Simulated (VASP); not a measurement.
# Hf (P6/mmm) in VASP: single point with PBE

Aim: the single point of Hf with PBE.

Program: VASP 6.6.1. These are calculated values, not measurements. Logs are shortened: lines on timing, memory, paths and dates and some standing lists are left out, and cuts for length are marked.

### 1 The cell of the first run

Symmetry: P6/mmm, No. 191, hexagonal system. Conventional cell: a = 3.014 Å, b = 3.014 Å, c = 3.026 Å, α = 90.00°, β = 90.00°, γ = 120.00°. Hf (site symmetry 6/mmm) has 8 Hf at 3.01 to 3.03 Å within 4.0 Å.

### 2 Single point, PBE

The input, INCAR:

```
PREC     = Accurate       # precision mode
ENCUT    = 520            # plane-wave cutoff, eV
EDIFF    = 1E-6           # SCF threshold, eV
ISMEAR   = -1             # smearing method
SIGMA    = 0.1            # smearing width, eV
LREAL    = F              # projectors in reciprocal space
LASPH    = T              # aspherical terms in the spheres
NELM     = 60             # most SCF steps
ALGO     = Normal         # electronic algorithm
ISIF     = 2              # what is computed and relaxed
LWAVE    = F              # write WAVECAR
LCHARG   = F              # write CHGCAR
GGA      = PE             # functional
NBANDS   = 11             # bands
```

The input, KPOINTS:

```
regular mesh
0
Gamma
  14 14 13
```

The input, POSCAR:

```
Hf
1.0
    3.0135888746      0.0000000000      0.0000000000
   -1.5067944373      2.6098445219      0.0000000000
    0.0000000000      0.0000000000      3.0263767659
Hf
1
Direct
    0.0000000000      0.0000000000      0.0000000000
```

Potentials or basis: VASP PAW PBE potentials, release 64 (Hf_pv).

Started as:

```
$ cat potpaw_PBE.64/Hf_pv/POTCAR > POTCAR
$ mpirun -np 1 vasp_std > vasp.out
```

OUTCAR:

```text
PREC = Accurate
   ENCUT = 520
   EDIFF = 1E-6
   ISMEAR = -1
   LREAL = F
   LASPH = T
   NELM = 60
   ISIF = 2
   GGA = PE

 ion  position               nearest neighbor table
   1  0.000  0.000  0.000-

  LATTYP: Found a hexagonal cell.
 ALAT       =     3.0135888746
 C/A-ratio  =     1.0042434094

  Lattice vectors:

 A1 = (   3.0135888746,   0.0000000000,   0.0000000000)
 A2 = (  -1.5067944373,   2.6098445219,   0.0000000000)
 A3 = (   0.0000000000,   0.0000000000,   3.0263767659)

Analysis of symmetry for initial positions (statically):
=====================================================================
 Subroutine PRICEL returns:
 Original cell was already a primitive cell.

 Routine SETGRP: Setting up the symmetry group for a
 hexagonal supercell.

 Subroutine GETGRP returns: Found 24 space group operations
 (whereof 24 operations were pure point group operations)
 out of a pool of 24 trial point group operations.

The static configuration has the point symmetry D_6h.

Analysis of symmetry for dynamics (positions and initial velocities):
=====================================================================
 Subroutine PRICEL returns:
 Original cell was already a primitive cell.

 Routine SETGRP: Setting up the symmetry group for a
 hexagonal supercell.

 Subroutine GETGRP returns: Found 24 space group operations
 (whereof 24 operations were pure point group operations)
 out of a pool of 24 trial point group operations.

The dynamic configuration has the point symmetry D_6h.

 Subroutine INISYM returns: Found 24 space group operations
 (whereof 24 operations are pure point group operations),
 and found     1 'primitive' translations

----------------------------------------------------------------------------------------

                                     Primitive cell

  volume of cell :      23.8024

  direct lattice vectors                    reciprocal lattice vectors
     3.013588875  0.000000000  0.000000000     0.331830267  0.191582294  0.000000000
    -1.506794437  2.609844522  0.000000000     0.000000000  0.383164588  0.000000000
     0.000000000  0.000000000  3.026376766     0.000000000  0.000000000  0.330428125

  length of vectors
     3.013588875  3.013588875  3.026376766     0.383164588  0.383164588  0.330428125

  position of ions in fractional coordinates (direct lattice)
     0.000000000  0.000000000  0.000000000

[... 80 lines left out ...]
   NFREE  =      0    steps in history (QN), initial steepest desc. (CG)
   ISIF   =      2    stress and relaxation
   ISYM   =      2    0-nonsym 1-usesym 2-fastsym
   POTIM  = 0.5000    time-step for ionic-motion
   TEBEG  =    0.0;   TEEND  =   0.0 temperature during run
   PSTRESS=    0.0 pullay stress
   NELECT =      10.0000    total number of electrons
   NUPDOWN=      -1.0000    fix difference up-down
   EMIN   =  10.00;   EMAX   =-10.00  energy-range for DOS
   EFERMI =   0.00;   METHOD = LEGACY
   ISMEAR =    -1;   SIGMA  =   0.10  broadening in eV -4-tet -1-fermi 0-gaus
   EFERMI_NEDOS =   21; number of points for ismear=-14 and -15
   IALGO  =     38    algorithm
   IMIX   =      4    mixing-type and parameters
     AMIX     =   0.40;   BMIX     =  1.00
     AMIX_MAG =   1.60;   BMIX_MAG =  1.00
  volume/ion in A,a.u.               =      23.80       160.63
  Fermi-wavevector in a.u.,A,eV,Ry     =   1.226124  2.317038 20.454717  1.503379
  Thomas-Fermi vector in A             =   2.361136
   LORBIT       =      0    0 simple, 1 ext, 2 COOP (PROOUT), +10 PAW based schemes
   GGA     = PE    functional components
   LHFCALC =     F    Hartree Fock is set to
   AEXX    =    0.0000 exact exchange contribution
   IVDW    =     0    specifies the selected vdW correction
   LEPSILON=     F    determine dielectric tensor
   LRPA    =     F    only Hartree local field effects (RPA)
 non-spin polarized calculation
  energy-cutoff  :      520.00
  volume of cell :       23.80
 maximum number of plane-waves:       660
 NGX is ok and might be reduce to    24
   NGX = 11   NGY = 11   NGZ = 11

 number of electron      10.0000000 magnetization

 Free energy of the ion-electron system (eV)
  ---------------------------------------------------
  ext. energy  EPLUGINS =         0.00000000
  ---------------------------------------------------
  free energy    TOTEN  =        -9.46032145 eV

  energy without entropy =       -9.43696645  energy(sigma->0) =       -9.44864395

 E-fermi :   4.1129     XC(G=0): -10.9482

 val. band max:        4.0773682664   @ k =   0.1429   0.1429   0.0000
 cond. band min:       4.1182569599   @ k =   0.1429   0.1429   0.0769
 fundamental gap:      0.0408886934
 Fermi energy:         4.1129410596

 k-point     1 :       0.0000    0.0000    0.0000
  band No.  band energies     occupation
      1     -26.0287      2.00000
      2     -25.7901      2.00000
      3     -25.7901      2.00000
      4      -2.6051      2.00000
      5       2.6484      2.00000
      6       5.8322      0.00000
      7       5.8322      0.00000
      8      10.5881      0.00000
      9      10.5881      0.00000
     10      15.5681      0.00000
     11      16.1738      0.00000
[... 309 lines left out ...]
 k-point    24 :       0.3571    0.2857    0.0000
  band No.  band energies     occupation
      1     -26.5424      2.00000
      2     -26.3951      2.00000
      3     -25.8969      2.00000
      4       3.0146      1.99997
      5       3.6286      1.98437
      6       3.8786      1.82489
      7       7.3965      0.00000
      8       7.9684      0.00000
      9      11.3715      0.00000
     10      12.3945      0.00000
     11      13.2520      0.00000

 [... further k-points ...]

------------------------ aborting loop because EDIFF is reached ----------------------------------------

  FORCE on cell =-STRESS in cart. coord.  units (eV):
  Direction    XX          YY          ZZ          XY          YZ          ZX
  --------------------------------------------------------------------------------------
  -------------------------------------------------------------------------------------
  Total       -0.3117471     -0.3117471     -0.2931561      0.0000000      0.0000000      0.0000000
  in kB      -20.9841479    -20.9841479    -19.7327632      0.0000000      0.0000000      0.0000000
  external PRESSURE =     -20.5670197 kB  Pullay stress =       0.0000000 kB

 VOLUME and BASIS-vectors are now :
 -----------------------------------------------------------------------------
  energy-cutoff  :      520.00
  volume of cell :       23.80
      direct lattice vectors                 reciprocal lattice vectors
     3.013588875  0.000000000  0.000000000     0.331830267  0.191582294  0.000000000
    -1.506794437  2.609844522  0.000000000     0.000000000  0.383164588  0.000000000
     0.000000000  0.000000000  3.026376766     0.000000000  0.000000000  0.330428125

 POSITION                                       TOTAL-FORCE (eV/Angst)
 -----------------------------------------------------------------------------------
      0.00000      0.00000      0.00000        -0.000000      0.000000      0.000000
 -----------------------------------------------------------------------------------
    total drift:                                0.000000     -0.000000      0.000000

  FREE ENERGIE OF THE ION-ELECTRON SYSTEM (eV)
  ---------------------------------------------------
  free  energy   TOTEN  =        -9.4603214521 eV

  energy  without entropy=       -9.4369664465  energy(sigma->0) =       -9.44864395
```

OSZICAR:

```text
N       E                     dE             d eps       ncg     rms          rms(c)
DAV:   1     0.130825542033E+02    0.13083E+02   -0.57149E+03  3744   0.832E+02
DAV:   2    -0.934701055261E+01   -0.22430E+02   -0.21778E+02  4705   0.153E+02
DAV:   3    -0.978678168418E+01   -0.43977E+00   -0.43699E+00  4505   0.148E+01
DAV:   4    -0.978891293415E+01   -0.21312E-02   -0.21309E-02  4274   0.127E+00
DAV:   5    -0.978892877415E+01   -0.15840E-04   -0.15839E-04  4659   0.952E-02    0.377E+01
DAV:   6    -0.953491744412E+01    0.25401E+00   -0.26265E-01  4095   0.335E+00    0.221E+01
DAV:   7    -0.946494326998E+01    0.69974E-01   -0.34885E-01  4323   0.374E+00    0.153E+00
DAV:   8    -0.946034081347E+01    0.46025E-02   -0.28679E-02  4254   0.107E+00    0.218E-01
DAV:   9    -0.946031779028E+01    0.23023E-04   -0.42646E-04  4495   0.165E-01    0.823E-02
DAV:  10    -0.946031885437E+01   -0.10641E-05   -0.28416E-05  4464   0.287E-02    0.443E-02
DAV:  11    -0.946032182897E+01   -0.29746E-05   -0.29988E-06  4349   0.122E-02    0.135E-02
DAV:  12    -0.946032145209E+01    0.37688E-06   -0.51013E-07  2823   0.535E-03
   1 F= -.94603215E+01 E0= -.94486439E+01  d E =-.233550E-01
```

stdout:

```text
POSCAR found type information on POSCAR Hf
 POSCAR found :  1 types and       1 ions
 scaLAPACK will be used
 LDA part: xc-table for (Slater+PW92), standard interpolation
 POSCAR, INCAR and KPOINTS ok, starting setup
 FFT: planning ... GRIDC
 FFT: planning ... GRID_SOFT
 FFT: planning ... GRID
 WAVECAR not read
 entering main loop
```

Run time: 15 s. Hardware: 1 thread of Intel Xeon 6975P-C, shared host; peak memory 0.17 GiB.

What came out:

| Quantity | Value |
| --- | --- |
| Free energy | -9.4603 eV |
| Pressure | -2.1 GPa |
| Band gap on the k mesh | zero (band 5 reaches 4.42 eV, above the bottom of band 6 at 3.84 eV) |

Stress tensor (GPa, compression positive):
```
-2.10  0.00  0.00
 0.00 -2.10  0.00
 0.00  0.00 -1.97
```

Caveat: spin-orbit coupling is left out, which moves the levels of the heavy elements.
